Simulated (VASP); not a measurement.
# CdH6 (Pm-3m) in VASP: notebook

CdH6 is run at these levels: r2SCAN, PBE; tasks: single point, relaxation of cell and atoms.

Program: VASP 6.6.1. These are calculated values, not measurements. Logs are shortened: lines on timing, memory, paths and dates and some standing lists are left out, and cuts for length are marked.

### Step 1. The cell of the first run

It takes space group Pm-3m (No. 221, cubic). Conventional cell: a = 5.966 Å, b = 5.966 Å, c = 5.966 Å, α = 90.00°, β = 90.00°, γ = 90.00°. Within 5.6 Å of Cd (site symmetry m-3m) lie 24 H at 4.24 Å. H (site symmetry 4mm) has 1 H at 0.75 Å within 1.0 Å.

### Step 2. Single point, r2SCAN

POSCAR

```
CdH6
1.0
    5.9663094078      0.0000000000      0.0000000000
    0.0000000000      5.9663094078      0.0000000000
    0.0000000000      0.0000000000      5.9663094078
Cd H
1 6
Direct
    0.0000000000      0.0000000000      0.0000000000
    0.0628808557      0.5000000000      0.5000000000
    0.5000000000      0.0628808557      0.5000000000
    0.9371191443      0.5000000000      0.5000000000
    0.5000000000      0.9371191443      0.5000000000
    0.5000000000      0.5000000000      0.0628808557
    0.5000000000      0.5000000000      0.9371191443
```

INCAR.step1

```
SYSTEM = CdH6
PREC     = Accurate       ! precision mode
ENCUT    = 520            ! plane-wave cutoff, eV
ISMEAR   = 0              ! smearing method
SIGMA    = 0.02           ! smearing width, eV
LREAL    = .FALSE.        ! projectors in reciprocal space
LASPH    = .TRUE.         ! aspherical terms in the spheres
NELM     = 100            ! most SCF steps
NBANDS   = 18             ! bands
GGA      = PE             ! functional
ALGO     = Normal         ! electronic algorithm
EDIFF    = 1E-4           ! SCF threshold, eV
LWAVE    = .TRUE.         ! write WAVECAR
LCHARG   = .FALSE.        ! write CHGCAR
```

INCAR.step2

```
SYSTEM = CdH6
PREC     = Accurate       ! precision mode
ENCUT    = 520            ! plane-wave cutoff, eV
EDIFF    = 1E-6           ! SCF threshold, eV
ISMEAR   = 0              ! smearing method
SIGMA    = 0.02           ! smearing width, eV
LREAL    = .FALSE.        ! projectors in reciprocal space
LASPH    = .TRUE.         ! aspherical terms in the spheres
NELM     = 100            ! most SCF steps
ALGO     = Normal         ! electronic algorithm
ISIF     = 2              ! what is computed and relaxed
LWAVE    = .FALSE.        ! write WAVECAR
LCHARG   = .FALSE.        ! write CHGCAR
METAGGA  = R2SCAN         ! meta-GGA
LMIXTAU  = .TRUE.       
NBANDS   = 18             ! bands
ISTART   = 1
```

KPOINTS

```
Automatic mesh
0
G
  4 4 4
  0 0 0
```

Potentials or basis: VASP PAW PBE potentials, release 64 (Cd, H).

The run is started by

```bash
> cat potpaw_PBE.64/Cd/POTCAR potpaw_PBE.64/H/POTCAR > POTCAR
> cp INCAR.step1 INCAR
> mpirun -np 1 vasp_std > vasp.out
> cp INCAR.step2 INCAR
> mpirun -np 1 vasp_std > vasp.out
```

OUTCAR:

```text
SYSTEM = CdH6
   PREC = Accurate
   ENCUT = 520
   EDIFF = 1E-6
   ISMEAR = 0
   LREAL = .FALSE.
   LASPH = .TRUE.
   NELM = 100
   ISIF = 2
   METAGGA = R2SCAN
   ISTART = 1

 ion  position               nearest neighbor table
   1  0.000  0.000  0.000-
   2  0.063  0.500  0.500-   4 0.75
   3  0.500  0.063  0.500-   5 0.75
   4  0.937  0.500  0.500-   2 0.75
   5  0.500  0.937  0.500-   3 0.75
   6  0.500  0.500  0.063-   7 0.75
   7  0.500  0.500  0.937-   6 0.75

  LATTYP: Found a simple cubic cell.
 ALAT       =     5.9663094078

  Lattice vectors:

 A1 = (   5.9663094078,   0.0000000000,   0.0000000000)
 A2 = (   0.0000000000,   5.9663094078,   0.0000000000)
 A3 = (   0.0000000000,   0.0000000000,   5.9663094078)

Analysis of symmetry for initial positions (statically):
=====================================================================
 Subroutine PRICEL returns:
 Original cell was already a primitive cell.

 Routine SETGRP: Setting up the symmetry group for a
 simple cubic supercell.

 Subroutine GETGRP returns: Found 48 space group operations
 (whereof 48 operations were pure point group operations)
 out of a pool of 48 trial point group operations.

The static configuration has the point symmetry O_h .

Analysis of symmetry for dynamics (positions and initial velocities):
=====================================================================
 Subroutine PRICEL returns:
 Original cell was already a primitive cell.

 Routine SETGRP: Setting up the symmetry group for a
 simple cubic supercell.

 Subroutine GETGRP returns: Found 48 space group operations
 (whereof 48 operations were pure point group operations)
 out of a pool of 48 trial point group operations.

The dynamic configuration has the point symmetry O_h .

 Subroutine INISYM returns: Found 48 space group operations
 (whereof 48 operations are pure point group operations),
 and found     1 'primitive' translations

----------------------------------------------------------------------------------------

                                     Primitive cell

  volume of cell :     212.3818

  direct lattice vectors                    reciprocal lattice vectors
     5.966309408  0.000000000  0.000000000     0.167607801  0.000000000  0.000000000
     0.000000000  5.966309408  0.000000000     0.000000000  0.167607801  0.000000000
[... 83 lines left out ...]
   NSW    =      0    number of steps for IOM
   IBRION =     -1    ionic relax: 0-MD 1-quasi-New 2-CG
   NFREE  =      0    steps in history (QN), initial steepest desc. (CG)
   ISIF   =      2    stress and relaxation
   ISYM   =      2    0-nonsym 1-usesym 2-fastsym
   POTIM  = 0.5000    time-step for ionic-motion
   TEBEG  =    0.0;   TEEND  =   0.0 temperature during run
   PSTRESS=    0.0 pullay stress
   NELECT =      18.0000    total number of electrons
   NUPDOWN=      -1.0000    fix difference up-down
   EMIN   =  10.00;   EMAX   =-10.00  energy-range for DOS
   EFERMI =   0.00;   METHOD = LEGACY
   ISMEAR =     0;   SIGMA  =   0.02  broadening in eV -4-tet -1-fermi 0-gaus
   EFERMI_NEDOS =   21; number of points for ismear=-14 and -15
   IALGO  =     38    algorithm
   IMIX   =      4    mixing-type and parameters
     AMIX     =   0.40;   BMIX     =  1.00
     AMIX_MAG =   1.60;   BMIX_MAG =  1.00
  volume/ion in A,a.u.               =      30.34       204.75
  Fermi-wavevector in a.u.,A,eV,Ry     =   0.719107  1.358914  7.035766  0.517114
  Thomas-Fermi vector in A             =   1.808217
   LORBIT       =      0    0 simple, 1 ext, 2 COOP (PROOUT), +10 PAW based schemes
   METAGGA = R2SCAN    functional components
   LHFCALC =     F    Hartree Fock is set to
   AEXX    =    0.0000 exact exchange contribution
   IVDW    =     0    specifies the selected vdW correction
   LEPSILON=     F    determine dielectric tensor
   LRPA    =     F    only Hartree local field effects (RPA)
 non-spin polarized calculation
 Gauss-broadening in eV      SIGMA  =   0.02
  energy-cutoff  :      520.00
  volume of cell :      212.38
 maximum number of plane-waves:      5832
 NGX is ok and might be reduce to    48
   NGX = 23   NGY = 23   NGZ = 23

 number of electron      18.0000014 magnetization

 Free energy of the ion-electron system (eV)
  ---------------------------------------------------
  ext. energy  EPLUGINS =         0.00000000
  ---------------------------------------------------
  free energy    TOTEN  =       -39.75278422 eV

  energy without entropy =      -39.75278422  energy(sigma->0) =      -39.75278422

 E-fermi :  -4.3112     XC(G=0):  -4.3484

 val. band max:       -4.3994602005   @ k =   0.5000   0.5000   0.5000
 cond. band min:      -0.2987414187   @ k =   0.5000   0.5000   0.5000
 fundamental gap:      4.1007187818
 Fermi energy:        -4.3111602758

 k-point     1 :       0.0000    0.0000    0.0000
  band No.  band energies     occupation
      1     -10.9096      2.00000
      2     -10.9096      2.00000
      3     -10.9048      2.00000
      4     -10.9048      2.00000
      5     -10.9048      2.00000
      6      -9.9687      2.00000
[... 187 lines left out ...]
      5     -10.9027      2.00000
      6      -9.7246      2.00000
[... 10 lines left out ...]
     17       4.7841      0.00000
     18       4.7841      0.00000

------------------------ aborting loop because EDIFF is reached ----------------------------------------

  FORCE on cell =-STRESS in cart. coord.  units (eV):
  Direction    XX          YY          ZZ          XY          YZ          ZX
  --------------------------------------------------------------------------------------
  -------------------------------------------------------------------------------------
  Total       -0.3178494     -0.3178494     -0.3178494     -0.0000000     -0.0000000     -0.0000000
  in kB       -2.3978096     -2.3978096     -2.3978096     -0.0000000     -0.0000000     -0.0000000
  external PRESSURE =      -2.3978096 kB  Pullay stress =       0.0000000 kB

 VOLUME and BASIS-vectors are now :
 -----------------------------------------------------------------------------
  energy-cutoff  :      520.00
  volume of cell :      212.38
      direct lattice vectors                 reciprocal lattice vectors
     5.966309408  0.000000000  0.000000000     0.167607801  0.000000000  0.000000000
     0.000000000  5.966309408  0.000000000     0.000000000  0.167607801  0.000000000
     0.000000000  0.000000000  5.966309408     0.000000000  0.000000000  0.167607801

 POSITION                                       TOTAL-FORCE (eV/Angst)
 -----------------------------------------------------------------------------------
      0.00000      0.00000      0.00000        -0.000000      0.000000      0.000000
      0.37517      2.98315      2.98315        -0.302791      0.000000      0.000000
      2.98315      0.37517      2.98315        -0.000000     -0.302791      0.000000
      5.59114      2.98315      2.98315         0.302791      0.000000      0.000000
      2.98315      5.59114      2.98315        -0.000000      0.302791      0.000000
      2.98315      2.98315      0.37517        -0.000000     -0.000000     -0.302791
      2.98315      2.98315      5.59114        -0.000000      0.000000      0.302791
 -----------------------------------------------------------------------------------
    total drift:                                0.000000      0.000000     -0.000000

  FREE ENERGIE OF THE ION-ELECTRON SYSTEM (eV)
  ---------------------------------------------------
  free  energy   TOTEN  =       -39.7527842221 eV

  energy  without entropy=      -39.7527842221  energy(sigma->0) =      -39.75278422
```

OUTCAR.step1:

```text
SYSTEM = CdH6
   PREC = Accurate
   ENCUT = 520
   ISMEAR = 0
   LREAL = .FALSE.
   LASPH = .TRUE.
   NELM = 100
[... 433 lines left out ...]
      2.98315      5.59114      2.98315         0.000000      0.015584      0.000000
      2.98315      2.98315      0.37517         0.000000     -0.000000     -0.015584
      2.98315      2.98315      5.59114         0.000000     -0.000000      0.015584
 -----------------------------------------------------------------------------------
    total drift:                                0.000000      0.000000     -0.000000

  FREE ENERGIE OF THE ION-ELECTRON SYSTEM (eV)
  ---------------------------------------------------
  free  energy   TOTEN  =       -20.3799958124 eV

  energy  without entropy=      -20.3799958124  energy(sigma->0) =      -20.37999581
```

Run time: 2.3 min. Hardware: 1 thread of Intel Xeon Platinum 8259CL at 2.50GHz (Skylake/Cascade Lake), shared host; peak memory 0.37 GiB.

What came out:

| Quantity | Value |
| --- | --- |
| Free energy | -39.7528 eV |
| Pressure | -0.2 GPa |
| Largest force | 0.303 eV/Å |
| Band gap on the k mesh | 4.10 eV |

Forces on the atoms (eV/Å):
```
Cd   0.000  0.000  0.000
H   -0.303  0.000  0.000
H    0.000 -0.303  0.000
H    0.303  0.000  0.000
H    0.000  0.303  0.000
H    0.000  0.000 -0.303
H    0.000  0.000  0.303
```

Levels at points of the mesh, in eV from the valence-band top:
```tsv
k point	band 6	band 7	band 8	band 9	band 10	band 11	band 12	band 13
(0.00, 0.00, 0.00)	-5.57	-5.23	-5.23	-0.21	4.84	4.84	4.84	7.54
(0.50, 0.00, 0.00)	-5.45	-5.35	-5.23	-0.22	4.40	5.31	5.31	6.61
(0.50, 0.50, 0.00)	-5.34	-5.34	-5.33	-0.16	4.31	4.31	5.26	5.60
(0.50, 0.50, 0.50)	-5.33	-5.33	-5.33	0.00	4.10	4.10	4.10	4.71
```

Caveat: the PAW data sets were made with another functional, which shifts forces and pressure a little.

### Step 3. Relaxation of cell and atoms, PBE

This run uses another cell than the first one, of 21.55 Å³/atom.

INCAR

```
PREC = Accurate
ENCUT = 600
EDIFF = 1E-7
ISMEAR = 0
SIGMA = 0.02
LREAL = F
LASPH = T
NELM = 60
ALGO = Normal
ISIF = 3
LWAVE = F
LCHARG = F
GGA = PE
IBRION = 2
NSW = 100
EDIFFG = -0.01
```

KPOINTS

```
Automatic mesh
0
Gamma
  4 4 4
```

POSCAR

```
CdH6
1.0
    5.3235842182      0.0000000000      0.0000000000
    0.0000000000      5.3235842182      0.0000000000
    0.0000000000      0.0000000000      5.3235842182
Cd H
1 6
Direct
    0.0000000000      0.0000000000      0.0000000000
    0.0704584000      0.5000000000      0.5000000000
    0.5000000000      0.0704584000      0.5000000000
    0.9295416000      0.5000000000      0.5000000000
    0.5000000000      0.9295416000      0.5000000000
    0.5000000000      0.5000000000      0.0704584000
    0.5000000000      0.5000000000      0.9295416000
```

Potentials or basis: VASP PAW PBE potentials, release 64 (Cd, H).

The run is started by

```bash
> cat potpaw_PBE.64/Cd/POTCAR potpaw_PBE.64/H/POTCAR > POTCAR
> mpirun -np 1 vasp_std > vasp.out
```

Run time: 3.7 min. Hardware: 1 thread of Intel Xeon Platinum 8259CL at 2.50GHz (Skylake/Cascade Lake), shared host; peak memory 0.33 GiB.

It converged, with:

* Free energy: -20.3625 eV
* Relaxed volume: 28.00 Å³/atom
* Relaxed cell: a = 5.809 Å, b = 5.809 Å, c = 5.809 Å, α = 90.00°, β = 90.00°, γ = 90.00°
* Space group after relaxing (to 0.1 Å): Pm-3m (No. 221)
* Energy gained by relaxing: 4.2 meV/atom
* Ionic steps: 13
* Pressure after relaxing: 0.0 GPa
* Largest force after relaxing: 0.007 eV/Å
* Band gap on the k mesh: 3.69 eV

Forces on the atoms (eV/Å):
```
Cd   0.000  0.000  0.000
H    0.007  0.000  0.000
H    0.000  0.007  0.000
H   -0.007  0.000  0.000
H    0.000 -0.007  0.000
H    0.000  0.000  0.007
H    0.000  0.000 -0.007
```

The path:
```csv
step,energy change (eV),largest force (eV/Å),pressure (GPa),volume (Å³)
1,0.0000,0.0289,0.27,150.87
2,-0.0014,0.0233,0.30,151.65
3,-0.0039,0.1845,0.39,154.01
4,-0.0008,0.5279,0.59,158.81
5,-0.0041,0.2667,0.45,155.13
6,-0.0042,0.2659,0.44,155.23
7,-0.0048,0.2630,0.44,155.52
8,-0.0057,0.2573,0.43,156.12
9,-0.0077,0.2462,0.40,157.31
10,-0.0112,0.2246,0.36,159.72
11,-0.0173,0.1840,0.29,164.60
12,-0.0257,0.1126,0.16,174.66
13,-0.0296,0.0072,-0.02,196.00
```

Final structure:
```
Cd H
1.0
     5.80882    0.00000    0.00000
     0.00000    5.80882    0.00000
     0.00000    0.00000    5.80882
Cd H
1 6
Direct
  0.00000 0.00000 0.00000
  0.06453 0.50000 0.50000
  0.50000 0.06453 0.50000
  0.93547 0.50000 0.50000
  0.50000 0.93547 0.50000
  0.50000 0.50000 0.06453
  0.50000 0.50000 0.93547
```

Levels at points of the mesh, in eV from the valence-band top:
```csv
k point,band 5,band 6,band 7,band 8,band 9,band 10,band 11,band 12,band 13
"(0.00, 0.00, 0.00)",-6.28,-5.43,-4.99,-4.99,-0.22,4.41,4.41,4.41,7.08
"(0.50, 0.00, 0.00)",-6.28,-5.27,-5.14,-4.99,-0.25,4.03,5.01,5.01,6.00
"(0.50, 0.50, 0.00)",-6.28,-5.13,-5.13,-5.12,-0.19,3.96,3.96,4.48,5.39
"(0.50, 0.50, 0.50)",-6.28,-5.11,-5.11,-5.11,0.00,3.69,3.69,3.69,3.89
```

Caveat: the volume moved by over 15 % at a fixed basis, so the end points are rough. A k mesh can miss the band edges.

### Step 4. Relaxation of cell and atoms, PBE

INCAR

```
PREC = Accurate ; ENCUT = 600
EDIFF = 1E-6 ; ISMEAR = 0
SIGMA = 0.02 ; LREAL = F
LASPH = T ; NELM = 60
ALGO = Normal ; ISIF = 3
LWAVE = F ; LCHARG = F
GGA = PE ; IBRION = 2
NSW = 100 ; EDIFFG = -0.01
```

KPOINTS

```
regular mesh
0
Gamma
  4 4 4
```

POSCAR

```
CdH6
1.0
    5.9663094078      0.0000000000      0.0000000000
    0.0000000000      5.9663094078      0.0000000000
    0.0000000000      0.0000000000      5.9663094078
Cd H
1 6
Direct
    0.0000000000      0.0000000000      0.0000000000
    0.0628808557      0.5000000000      0.5000000000
    0.5000000000      0.0628808557      0.5000000000
    0.9371191443      0.5000000000      0.5000000000
    0.5000000000      0.9371191443      0.5000000000
    0.5000000000      0.5000000000      0.0628808557
    0.5000000000      0.5000000000      0.9371191443
```

The run is started by

```bash
> cat potpaw_PBE.64/Cd/POTCAR potpaw_PBE.64/H/POTCAR > POTCAR
> mpirun -np 1 vasp_std > vasp.out
```

Run time: 51 s. Hardware: 1 thread of Intel Xeon Platinum 8259CL at 2.50GHz (Skylake/Cascade Lake), shared host; peak memory 0.34 GiB.

Results (log left out):

```yaml
Free_energy: -20.3850 eV
Relaxed_volume: 30.34 Å³/atom
Relaxed_cell: a = 5.966 Å, b = 5.966 Å, c = 5.966 Å, α = 90.00°, β = 90.00°, γ = 90.00°
Space_group_after_relaxing_to_0.1_Å: Pm-3m (No. 221)
Energy_gained_by_relaxing: 0.0 meV/atom
Ionic_steps: 3
Pressure_after_relaxing: 0.0 GPa
Band_gap_on_the_k_mesh: 3.77 eV
```

Final structure:
```cif
data_structure
_symmetry_space_group_name_H-M 'P 1'
_symmetry_Int_Tables_number 1
_cell_length_a 5.9661
_cell_length_b 5.9661
_cell_length_c 5.9661
_cell_angle_alpha 90.000
_cell_angle_beta 90.000
_cell_angle_gamma 90.000
_cell_volume 212.36
loop_
_atom_site_label
_atom_site_type_symbol
_atom_site_fract_x
_atom_site_fract_y
_atom_site_fract_z
_atom_site_occupancy
Cd1 Cd 0.00000 0.00000 0.00000 1
H1 H 0.06283 0.50000 0.50000 1
H2 H 0.50000 0.06283 0.50000 1
H3 H 0.93717 0.50000 0.50000 1
H4 H 0.50000 0.93717 0.50000 1
H5 H 0.50000 0.50000 0.06283 1
H6 H 0.50000 0.50000 0.93717 1
```

Levels at points of the mesh, in eV from the valence-band top:
| k point | band 7 | band 8 | band 9 | band 10 | band 11 | band 12 |
| --- | --- | --- | --- | --- | --- | --- |
| (0.00, 0.00, 0.00) | -4.95 | -4.95 | -0.20 | 4.44 | 4.44 | 4.44 |
| (0.50, 0.00, 0.00) | -5.07 | -4.95 | -0.22 | 4.02 | 4.97 | 4.97 |
| (0.50, 0.50, 0.00) | -5.06 | -5.06 | -0.16 | 3.99 | 3.99 | 4.54 |
| (0.50, 0.50, 0.50) | -5.05 | -5.05 | 0.00 | 3.77 | 3.77 | 3.77 |

### Step 5. Overview

```csv
task,level,cell,cutoff (eV),gap on the mesh (eV),pressure (GPa),relaxed volume (Å³/atom),largest force (eV/Å)
single point,r2SCAN,"a = 5.966 Å, 7 atoms, atomic positions A",520,4.10,-0.2,-,0.30
relaxation of cell and atoms,PBE,"relaxed from a = 5.324 Å, 7 atoms, atomic positions B",600,3.69,0.0,28.00,0.01
relaxation of cell and atoms,PBE,"relaxed from a = 5.966 Å, 7 atoms, atomic positions A",600,3.77,0.0,30.34,-
```

Alike in all rows: potentials or basis VASP PAW PBE potentials, release 64 (Cd, H); no spin polarisation; k mesh 4 × 4 × 4; smearing gaussian 0.02 eV.

Caveats: the PAW data sets were made with another functional, which shifts forces and pressure a little (at least some runs); the volume moved by over 15 % at a fixed basis, so the end points are rough (at least some runs).

Absolute energies hang on the potentials; compare differences alone.
